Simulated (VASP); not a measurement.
# W4C in VASP: single point with PBE

Aim: the single point of W4C with PBE.

All numbers are computed with VASP 6.6.1; they aren't measurements. Logs are shortened: lines on timing, memory, paths and dates and some standing lists are left out, and cuts for length are marked.

## Step 1: The cell of the first run

The cell holds a slab with vacuum, 5 atoms: a = 2.855 Å, b = 4.037 Å, c = 20.957 Å, α = 90.00°, β = 90.00°, γ = 90.00°.

## Step 2: Single point, PBE, collinear spin

Input file INCAR:

```
SYSTEM = W4C
ALGO = Normal ; DIPOL = 0.5 0.5 0.335
EDIFF = 1E-7 ; ENCUT = 520
GGA = PE ; IDIPOL = 3
ISIF = 2 ; ISMEAR = 0
ISPIN = 2 ; LASPH = .TRUE.
LCHARG = .FALSE. ; LDIPOL = .TRUE.
LMAXMIX = 4 ; LORBIT = 11
LREAL = .FALSE. ; LWAVE = .FALSE.
MAGMOM = 0 0 0 0 2 ; NBANDS = 42
NELM = 150 ; PREC = Accurate
SIGMA = 0.1
```

Input file KPOINTS:

```
k-points
0
G
  9 7 1
  0 0 0
```

Input file POSCAR:

```
W4C
1.0
    2.8547213223      0.0000000000      0.0000000000
    0.0000000000      4.0371856108      0.0000000000
    0.0000000000      0.0000000000     20.9570327682
W C
4 1
Direct
    0.5000000000      0.5000000000      0.1908667150
    0.0000000000      0.0000000000      0.2589756250
    0.5000000000      0.5000000000      0.3262417340
    0.0000000000      0.0000000000      0.3796831763
    0.1666666667      0.0000000000      0.5194930451
```

Potentials or basis: VASP PAW PBE potentials, release 64 (W_sv, C).

Launch:

```sh
$ cat potpaw_PBE.64/W_sv/POTCAR potpaw_PBE.64/C/POTCAR > POTCAR
$ mpirun -np 1 vasp_std > vasp.out
```

OUTCAR:

```text
SYSTEM = W4C
   EDIFF = 1E-7
   ENCUT = 520
   GGA = PE
   ISIF = 2
   ISMEAR = 0
   ISPIN = 2
   LASPH = .TRUE.
   LORBIT = 11
   LREAL = .FALSE.
   NELM = 150
   PREC = Accurate

 ion  position               nearest neighbor table
   1  0.500  0.500  0.191-   3 2.84   2 2.85   2 2.85   2 2.85   2 2.85
   2  0.000  0.000  0.259-   4 2.53   3 2.85   3 2.85   3 2.85   3 2.85   1 2.85   1 2.85   1 2.85
                             1 2.85
   3  0.500  0.500  0.326-   4 2.71   4 2.71   4 2.71   4 2.71   1 2.84   2 2.85   2 2.85   2 2.85
                             2 2.85
   4  0.000  0.000  0.380-   2 2.53   3 2.71   3 2.71   3 2.71   3 2.71
   5  0.167  0.000  0.519-

  LATTYP: Found a simple orthorhombic cell.
 ALAT       =     2.8547213223
 B/A-ratio  =     1.4142135624
 C/A-ratio  =     7.3411833949

  Lattice vectors:

 A1 = (   2.8547213223,   0.0000000000,   0.0000000000)
 A2 = (   0.0000000000,   4.0371856108,   0.0000000000)
 A3 = (   0.0000000000,   0.0000000000,  20.9570327682)

Analysis of symmetry for initial positions (statically):
=====================================================================
 Subroutine PRICEL returns:
 Original cell was already a primitive cell.

 Routine SETGRP: Setting up the symmetry group for a
 simple orthorhombic supercell.

 Subroutine GETGRP returns: Found  2 space group operations
 (whereof  2 operations were pure point group operations)
 out of a pool of  8 trial point group operations.

The static configuration has the point symmetry C_1h.

Analysis of symmetry for dynamics (positions and initial velocities):
=====================================================================
 Subroutine PRICEL returns:
 Original cell was already a primitive cell.

 Routine SETGRP: Setting up the symmetry group for a
 simple orthorhombic supercell.

 Subroutine GETGRP returns: Found  2 space group operations
 (whereof  2 operations were pure point group operations)
 out of a pool of  8 trial point group operations.

The dynamic configuration has the point symmetry C_1h.

Analysis of structural, dynamic, and magnetic symmetry:
=====================================================================
 Subroutine PRICEL returns:
 Original cell was already a primitive cell.

 Routine SETGRP: Setting up the symmetry group for a
 simple orthorhombic supercell.

 Subroutine GETGRP returns: Found  2 space group operations
 (whereof  2 operations were pure point group operations)
 out of a pool of  8 trial point group operations.

The overall configuration has the point symmetry C_1h.

 Subroutine INISYM returns: Found  2 space group operations
 (whereof  2 operations are pure point group operations),
 and found     1 'primitive' translations

----------------------------------------------------------------------------------------

                                     Primitive cell

  volume of cell :     241.5306

  direct lattice vectors                    reciprocal lattice vectors
     2.854721322  0.000000000  0.000000000     0.350296890  0.000000000  0.000000000
     0.000000000  4.037185611  0.000000000     0.000000000  0.247697306  0.000000000
     0.000000000  0.000000000 20.957032768     0.000000000  0.000000000  0.047716679

  length of vectors
     2.854721322  4.037185611 20.957032768     0.350296890  0.247697306  0.047716679

  position of ions in fractional coordinates (direct lattice)
     0.500000000  0.500000000  0.190866715
     0.000000000  0.000000000  0.258975625
     0.500000000  0.500000000  0.326241734
     0.000000000  0.000000000  0.379683176
     0.166666667  0.000000000  0.519493045

  ion indices of the primitive-cell ions
   primitive index   ion index
                 1           1
                 2           2
                 3           3
                 4           4
                 5           5

----------------------------------------------------------------------------------------

 KPOINTS: k-points

Automatic generation of k-mesh.
[... 41 lines left out ...]
  0.333333  0.428571  0.000000      4.000000
  0.444444  0.428571  0.000000      4.000000
   k-points           NKPTS =     20   k-points in BZ     NKDIM =     20   number of bands    NBANDS=     42
   number of dos      NEDOS =    301   number of ions     NIONS =      5
   total plane-waves  NPLWV = 115200
   dimension x,y,z NGX =    24 NGY =   30 NGZ =  160
   dimension x,y,z NGXF=    48 NGYF=   60 NGZF=  320
   ions per type =               4   1
   NGX,Y,Z   is equivalent  to a cutoff of  13.98, 12.35, 12.69 a.u.
   NGXF,Y,Z  is equivalent  to a cutoff of  27.95, 24.71, 25.38 a.u.
 SYSTEM =  W4C
   PREC   = accura    normal or accurate (medium, high low for compatibility)
   ISTART =      0    job   : 0-new  1-cont  2-samecut
   ICHARG =      2    charge: 1-file 2-atom 10-const
   ISPIN  =      2    spin polarized calculation?
   LNONCOLLINEAR =      F non collinear calculations
   LSORBIT =      F    spin-orbit coupling
   LASPH  =      T    aspherical Exc in radial PAW
   ENCUT  =  520.0 eV  38.22 Ry    6.18 a.u.   5.31  7.51 38.97*2*pi/ulx,y,z
   NELM   =    150;   NELMIN=  2; NELMDL= -5     # of ELM steps
   EDIFF  = 0.1E-06   stopping-criterion for ELM
   LREAL  =      F    real-space projection
   EDIFFG = 0.1E-05   stopping-criterion for IOM
   NSW    =      0    number of steps for IOM
   IBRION =     -1    ionic relax: 0-MD 1-quasi-New 2-CG
   NFREE  =      0    steps in history (QN), initial steepest desc. (CG)
   ISIF   =      2    stress and relaxation
   ISYM   =      2    0-nonsym 1-usesym 2-fastsym
   POTIM  = 0.5000    time-step for ionic-motion
   TEBEG  =    0.0;   TEEND  =   0.0 temperature during run
   PSTRESS=    0.0 pullay stress
   NELECT =      60.0000    total number of electrons
   NUPDOWN=      -1.0000    fix difference up-down
   EMIN   =  10.00;   EMAX   =-10.00  energy-range for DOS
   EFERMI =   0.00;   METHOD = LEGACY
   ISMEAR =     0;   SIGMA  =   0.10  broadening in eV -4-tet -1-fermi 0-gaus
   EFERMI_NEDOS =   21; number of points for ismear=-14 and -15
   IALGO  =     38    algorithm
   IMIX   =      4    mixing-type and parameters
     AMIX     =   0.40;   BMIX     =  1.00
     AMIX_MAG =   1.60;   BMIX_MAG =  1.00
  volume/ion in A,a.u.               =      48.31       325.99
  Fermi-wavevector in a.u.,A,eV,Ry     =   1.029124  1.944763 14.409887  1.059097
  Thomas-Fermi vector in A             =   2.163156
   LORBIT       =     11    0 simple, 1 ext, 2 COOP (PROOUT), +10 PAW based schemes
   GGA     = PE    functional components
   LHFCALC =     F    Hartree Fock is set to
   AEXX    =    0.0000 exact exchange contribution
   IVDW    =     0    specifies the selected vdW correction
   LEPSILON=     F    determine dielectric tensor
   LRPA    =     F    only Hartree local field effects (RPA)
 spin polarized calculation
 Gauss-broadening in eV      SIGMA  =   0.10
  energy-cutoff  :      520.00
  volume of cell :      241.53
 maximum number of plane-waves:      6527
 NGX is ok and might be reduce to    24
   NGX = 11   NGY = 15   NGZ = 77

 dipolmoment           0.000000      0.000000     -0.015700 electrons x Angstroem

 number of electron      59.9999995 magnetization       1.0825598

 dipolmoment           0.000000      0.000000      0.130606 electrons x Angstroem

 Free energy of the ion-electron system (eV)
  ---------------------------------------------------
  ext. energy  EPLUGINS =         0.00000000
  ---------------------------------------------------
  free energy    TOTEN  =       -48.59679728 eV

  energy without entropy =      -48.55664652  energy(sigma->0) =      -48.57672190

 E-fermi :  -0.4191     XC(G=0):  -5.3677

 val. band max:       -0.4256639938   @ k =   0.4444   0.4286   0.0000
 cond. band min:      -0.4098720998   @ k =   0.3333   0.1429   0.0000
 fundamental gap:      0.0157918939
 Fermi energy:        -0.4190873893

 spin component 1

 k-point     1 :       0.0000    0.0000    0.0000
  band No.  band energies     occupation
      1     -74.3287      1.00000
      2     -74.1557      1.00000
      3     -74.0510      1.00000
      4     -73.9605      1.00000
      5     -38.8841      1.00000
      6     -38.8366      1.00000
[... 889 lines left out ...]
     41       4.4364      0.00000
     42       4.8040      0.00000
 Fermi energy:        -0.4190873893

 spin component 2

 k-point     1 :       0.0000    0.0000    0.0000
  band No.  band energies     occupation
      1     -74.3301      1.00000
      2     -74.1971      1.00000
      3     -74.0743      1.00000
      4     -73.9810      1.00000
      5     -38.9148      1.00000
      6     -38.8934      1.00000
[... 889 lines left out ...]
     41       4.4745      0.00000
     42       4.7880      0.00000

------------------------ aborting loop because EDIFF is reached ----------------------------------------

 vacuum level on the upper side and lower side of the slab       (xc-potential included)         0.951        -1.087

  FORCE on cell =-STRESS in cart. coord.  units (eV):
  Direction    XX          YY          ZZ          XY          YZ          ZX
  --------------------------------------------------------------------------------------
  -------------------------------------------------------------------------------------
  Total       -6.0098147     -1.5757880     -5.9451101      0.0000000      0.0000000     -0.0970070
  in kB      -39.8657038    -10.4528842    -39.4364902      0.0000000      0.0000000     -0.6434897
  external PRESSURE =     -29.9183594 kB  Pullay stress =       0.0000000 kB

 VOLUME and BASIS-vectors are now :
 -----------------------------------------------------------------------------
  energy-cutoff  :      520.00
  volume of cell :      241.53
      direct lattice vectors                 reciprocal lattice vectors
     2.854721322  0.000000000  0.000000000     0.350296890  0.000000000  0.000000000
     0.000000000  4.037185611  0.000000000     0.000000000  0.247697306  0.000000000
     0.000000000  0.000000000 20.957032768     0.000000000  0.000000000  0.047716679

 POSITION                                       TOTAL-FORCE (eV/Angst)
 -----------------------------------------------------------------------------------
      1.42736      2.01859      4.00000        -0.022592      0.000000      2.216092
      0.00000      0.00000      5.42736         0.045152      0.000000     -2.851126
      1.42736      2.01859      6.83706        -0.059506      0.000000     -0.333082
      0.00000      0.00000      7.95703         0.084298      0.000000      2.578754
      0.47579      0.00000     10.88703        -0.047351      0.000000     -1.610639
 -----------------------------------------------------------------------------------
    total drift:                                0.000016     -0.000000     -0.000010

  FREE ENERGIE OF THE ION-ELECTRON SYSTEM (eV)
  ---------------------------------------------------
  free  energy   TOTEN  =       -48.5967972774 eV

  energy  without entropy=      -48.5566465223  energy(sigma->0) =      -48.57672190

 vacuum level on the upper side and lower side of the slab         5.732         3.620

 total charge

# of ion       s       p       d       tot
------------------------------------------
    1        2.413   6.131   3.306  11.851
    2        2.413   6.306   3.352  12.071
    3        2.416   6.314   3.383  12.113
    4        2.444   6.198   3.402  12.045
    5        1.041   0.926   0.000   1.967
--------------------------------------------------
tot         10.728  25.875  13.443  50.046

 magnetization (x)

# of ion       s       p       d       tot
------------------------------------------
    1       -0.000  -0.006   0.001  -0.006
    2       -0.000  -0.002  -0.017  -0.019
    3        0.000  -0.002  -0.027  -0.029
    4       -0.007  -0.002  -0.138  -0.147
    5        0.028   0.628   0.000   0.656
--------------------------------------------------
tot          0.021   0.616  -0.182   0.455
```

It took 15 min on 1 thread of Intel Xeon Platinum 8488C (Sapphire Rapids), shared host; peak memory 0.58 GiB.

What came out:

| Property | Result |
| --- | --- |
| Free energy | -48.5968 eV |
| Largest force | 2.851 eV/Å |
| Net moment | 1.08 μB per cell |
| Site moments | W -0.01, -0.02, -0.03, -0.15; C +0.66 μB |
| Valence electrons inside the program's atomic spheres | W 11.85, 12.07, 12.11, 12.04; C 1.97 |

Forces in eV/Å, atoms in the order of the input:
```
W   -0.023  0.000  2.216
W    0.045  0.000 -2.851
W   -0.060  0.000 -0.333
W    0.084  0.000  2.579
C   -0.047  0.000 -1.611
```

Caveat: spin-orbit coupling is left out, which moves the levels of the heavy elements.
